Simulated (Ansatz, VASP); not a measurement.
**Two plane-wave programs on SnSe2**

Contents of INCAR:

```
ALGO     = Normal         # electronic algorithm
EDIFF    = 1E-7           # SCF threshold, eV
EDIFFG   = -0.01          # ionic threshold
ENCUT    = 600            # plane-wave cutoff, eV
GGA      = PE             # functional
IBRION   = 2              # ionic algorithm
ISIF     = 3              # what is computed and relaxed
ISMEAR   = 0              # smearing method
LASPH    = True           # aspherical terms in the spheres
LCHARG   = False          # write CHGCAR
LREAL    = False          # projectors in reciprocal space
LWAVE    = False          # write WAVECAR
NELM     = 80             # most SCF steps
NSW      = 100            # ionic steps
PREC     = Accurate       # precision mode
SIGMA    = 0.02           # smearing width, eV
```

The input KPOINTS:

```
k-points
0
Gamma
  12 12 4
```

Contents of POSCAR:

```
SnSe2
1.0
    3.8759195007      0.0000000000      0.0000000000
   -1.9379597504      3.3566447506      0.0000000000
    0.0000000000      0.0000000000      6.7861686195
Sn Se
1 2
Direct
    0.0000000000      0.0000000000      0.0000000000
    0.3333333333      0.6666666667      0.2343330223
    0.6666666667      0.3333333333      0.7656669777
```

Input for Ansatz:

```yaml
crystal:
  lattice:
    - [3.8759195128, 0.0, 0.0]
    - [-1.9379597564, 3.3566447611, 0.0]
    - [0.0, 0.0, 6.7861684249]
  atoms:
    - { symbol: Sn, position: [0.0, 0.0, 0.0] }
    - { symbol: Se, position: [0.3333333333, 0.6666666667, 0.2343330282] }
    - { symbol: Se, position: [0.6666666667, 0.3333333333, 0.7656669718] }
basis:
  ecutwfc: 420
kpoints:
  mp_grid: { grid: [12, 12, 4] }
hamiltonian:
  xc: pbe
scf:
  occupations: { method: gaussian, width: 0.02 }
output:
  forces: true
  stress: true
  eigenvalues: true
  write_density: true
  write_potential: true
  elf: true
  volumetric_format: npy
relax:
  adjacent_minimum: "off"
  f_tol: 0.01
  max_steps: 80
  cell: { stress_tol: 0.05 }
```

Alike in both runs: task relaxation of cell and atoms; functional PBE; k mesh 12 × 12 × 4; occupations gaussian, width 0.02 eV; no spin polarisation.

```csv
,VASP,Ansatz
version,VASP 6.6.1,Ansatz 0.2.0
potentials or method,"VASP PAW PBE potentials, release 64 (Sn_d, Se), cutoff 600 eV","scalar-relativistic, plane waves, PAW"
valence electrons in the cell,26,46
```

Ansatz gave:

| Property | Result |
| --- | --- |
| gap on the k mesh at the Fermi level, each at its own relaxed structure (eV) | 0.70 |
| relaxed volume (Å³/atom) | 30.24 |
| relaxed cell length with the largest relative difference (Å) | 6.988 |

**Question.** Which values does VASP return?

**Answer.** gap on the k mesh at the Fermi level, each at its own relaxed structure (eV): 0.69; relaxed volume (Å³/atom): 30.19; relaxed cell length with the largest relative difference (Å): 6.976.

VASP's potentials hold 26 valence electrons a cell and Ansatz's 46, so a difference there can come from the potentials and not from the codes.
